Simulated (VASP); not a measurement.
A run of VASP 6.6.1:

File INCAR:

```
SYSTEM = NaTlS2
  PREC = Accurate
  ENCUT = 520
  EDIFF = 1E-7
  ISMEAR = 0
  SIGMA = 0.01
  LREAL = .FALSE.
  LASPH = .TRUE.
  NELM = 80
  ALGO = Normal
  ISIF = 2
  LWAVE = .FALSE.
  LCHARG = .FALSE.
  GGA = CA
  NBANDS = 24
```

Contents of KPOINTS:

```
regular mesh
0
G
  4 4 2
  0 0 0
```

File POSCAR:

```
NaTlS2
1.0
    4.1044901836      0.0000000000      0.0000000000
    0.0000000000      4.1044901836      0.0000000000
    0.0000000000      0.0000000000      6.6389352453
Na S Tl
1 2 1
Direct
    0.0000000000      0.0000000000      0.0000000000
    0.0000000000      0.5000000000      0.2708669239
    0.5000000000      0.0000000000      0.7291330761
    0.5000000000      0.5000000000      0.5000000000
```

Potentials or basis: VASP PAW LDA potentials, release 64 (Na_pv, S, Tl_d).

Command:

```sh
$ cat potpaw_LDA.64/Na_pv/POTCAR potpaw_LDA.64/S/POTCAR potpaw_LDA.64/Tl_d/POTCAR > POTCAR
$ mpirun -np 1 vasp_std > vasp.out
```

Hardware: 1 thread of Intel(R) Xeon(R) Platinum 8488C (Sapphire Rapids), on a shared host.

Task: How long does it take, and how much memory?

Result: It took 19 s on 1 thread of Intel(R) Xeon(R) Platinum 8488C (Sapphire Rapids), on a shared host, peak memory 0.19 GiB. Counts: scf iterations 14, k points 12.
